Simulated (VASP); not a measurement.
Zr, 1 atom in the cell. It takes space group Fm-3m (No. 225, cubic). Conventional cell: a = 4.527 Å, b = 4.527 Å, c = 4.527 Å, α = 90.00°, β = 90.00°, γ = 90.00°. Within 4.2 Å of Zr (site symmetry m-3m) lie 12 Zr at 3.20 Å. This isn't the form of Zr at room conditions, which is hcp.

* Program: VASP 6.6.1
* Task: single point
* Functional: PBE
* Potentials or basis: VASP PAW PBE potentials, release 64 (Zr_sv)
* Cutoff: 520 eV
* k mesh: 22 × 22 × 22
* Occupations: gaussian, width 0.1 eV
* Spin: no spin polarisation
* Dipole correction: no
* Further INCAR settings: ALGO = Fast; EDIFF = 1e-06; NBANDS = 12

Potentials or basis: VASP PAW PBE potentials, release 64 (Zr_sv).

Command:

```sh
$ cat potpaw_PBE.64/Zr_sv/POTCAR > POTCAR
$ mpirun -np 1 vasp_std > vasp.out
```

Hardware: 1 thread of Intel(R) Xeon(R) Platinum 8488C (Sapphire Rapids), with other jobs on the host.

Estimate the wall time of this run.

It took 49 s on 1 thread of Intel(R) Xeon(R) Platinum 8488C (Sapphire Rapids), on a shared host, peak memory 0.2 GiB. Counts: scf iterations 16, k points 328.
